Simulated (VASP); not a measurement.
Write the native input for VASP 6.6.1 that does the following.

```yaml
Task: relaxation of cell and atoms
Functional: PBE
Potentials_or_basis: VASP PAW PBE potentials, release 64 (Na_pv, Se)
Cutoff: 600 eV
k_mesh: 8 × 8 × 8
Occupations: gaussian, width 0.1 eV
Spin: no spin polarisation
Dipole_correction: no
Further_INCAR_settings: ALGO = Normal; EDIFF = 1e-06; IBRION = 2; EDIFFG = -0.01; NSW = 100; ISIF = 3
```

The structure of NaSe4 lies in POSCAR:

```
NaSe4
1.0
    5.0902067600      0.0000000000      0.0000000000
    0.0000000000      5.0902067600      0.0000000000
    0.0000000000      0.0000000000      5.0902067600
Na Se
1 4
Direct
    0.5000000000      0.5000000000      0.5000000000
    0.0000000000      0.5000000000      0.5000000000
    0.5000000000      0.0000000000      0.5000000000
    0.5000000000      0.5000000000      0.0000000000
    0.0000000000      0.0000000000      0.0000000000
```

The input as run:

INCAR

```
SYSTEM = NaSe4
PREC = Accurate
ENCUT = 600
EDIFF = 1E-6
ISMEAR = 0
SIGMA = 0.1
LREAL = .False.
LASPH = .True.
NELM = 100
ALGO = Normal
ISIF = 3
LWAVE = .False.
LCHARG = .False.
GGA = PE
IBRION = 2
NSW = 100
EDIFFG = -0.01
```

KPOINTS

```
regular mesh
0
Gamma
  8 8 8
  0 0 0
```

Potentials or basis: VASP PAW PBE potentials, release 64 (Na_pv, Se).

Run with:

```sh
$ cat potpaw_PBE.64/Na_pv/POTCAR potpaw_PBE.64/Se/POTCAR > POTCAR
$ mpirun -np 1 vasp_std > vasp.out
```

Results of the run:

```
Pressure after relaxing : 0.0 GPa
```

Caveat: the relaxation stopped at its first step, so nothing moved.

Wall time 100 s on 1 thread of AMD EPYC 7R43 64-Core Processor (Zen 3) (shared host), peak memory 0.26 GiB.
